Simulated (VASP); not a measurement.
TaN: single point with PBE

The system is TaN.

```
Ta N
1.0
     0.00000    2.21132    2.21132
     2.21132    0.00000    2.21132
     2.21132    2.21132    0.00000
Ta N
1 1
Direct
  0.50000 0.50000 0.50000
  0.00000 0.00000 0.00000
```

```json
{
  "Program": "VASP 6.6.1",
  "Task": "single point",
  "Functional": "PBE",
  "Potentials or basis": "VASP PAW PBE potentials, release 64 (Ta_pv, N)",
  "Cutoff": "520 eV",
  "k mesh": "6 × 6 × 6",
  "Occupations": "fermi-dirac, width 0.02 eV",
  "Spin": "no spin polarisation",
  "Dipole correction": "no",
  "Further INCAR settings": "ALGO = Normal; EDIFF = 1e-06; NBANDS = 15"
}
```

- Pressure: 0.0 GPa
- Band gap on the k mesh: zero (band 8 reaches 11.20 eV, above the bottom of band 9 at 7.29 eV)

Levels at points of the mesh, in eV from the Fermi level:
```tsv
k point	band 6	band 7	band 8	band 9	band 10	band 11
(0.00, 0.00, 0.00)	-3.81	-3.81	-2.12	-2.12	-2.12	0.00
(0.50, 0.00, 0.00)	-7.50	-7.50	1.79	1.79	1.89	3.72
(0.50, 0.50, 0.00)	-5.41	-4.64	-4.64	2.00	3.39	3.39
```

Run time: 6.9 s on 1 thread of AMD EPYC 7R13 Processor (Zen 3), with other jobs on the host, peak memory 0.11 GiB.

Caveat: the k points lie up to 0.41 Å⁻¹ apart; spin-orbit coupling is left out, which moves the levels of the heavy elements.
